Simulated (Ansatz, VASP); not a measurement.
**One calculation of BP, two programs**

File INCAR:

```
PREC = Accurate
ENCUT = 520
EDIFF = 1E-6
ISMEAR = -1
SIGMA = 0.05
LREAL = F
LASPH = T
NELM = 80
ALGO = Normal
ISIF = 2
LWAVE = F
LCHARG = F
GGA = PE
NBANDS = 11
```

File KPOINTS:

```
Automatic mesh
0
Gamma
  15 15 15
```

The input POSCAR:

```
BP
1.0
    0.0000000000      2.2537713532      2.2537713532
    2.2537713532      0.0000000000      2.2537713532
    2.2537713532      2.2537713532      0.0000000000
B P
1 1
Direct
    0.0000000000      0.0000000000      0.0000000000
    0.7500000000      0.7500000000      0.7500000000
```

Input for Ansatz:

```yaml
crystal:
  lattice:
    - [0.0, 2.2537713532, 2.2537713532]
    - [2.2537713532, 0.0, 2.2537713532]
    - [2.2537713532, 2.2537713532, 0.0]
  atoms:
    - { symbol: B, position: [0.0, 0.0, 0.0] }
    - { symbol: P, position: [0.75, 0.75, 0.75] }
kpoints:
  mp_grid: { grid: [15, 15, 15] }
scf:
  occupations: { method: fermi_dirac, width: 0.05 }
hamiltonian:
  xc: pbe
  pseudopotentials: { kind: all_electron, lapw: { basis_error: 0.001 } }
output:
  forces: true
  stress: true
  eigenvalues: true
```

Change from the starting cell: volume scaled by 0.98.

Alike in both runs: task single point; functional PBE; k mesh 15 × 15 × 15; occupations fermi-dirac, width 0.05 eV; no spin polarisation.

|  | VASP | Ansatz |
| --- | --- | --- |
| version | VASP 6.6.1 | Ansatz 0.2.0 |
| potentials or method | VASP PAW PBE potentials, release 64 (B, P), cutoff 520 eV | all-electron LAPW, scalar-relativistic |

```tsv
	VASP	Ansatz	Ansatz less VASP
pressure (GPa)	4.4	4.6	+0.22
```

Ansatz ran all-electron here, and VASP with PAW potentials.
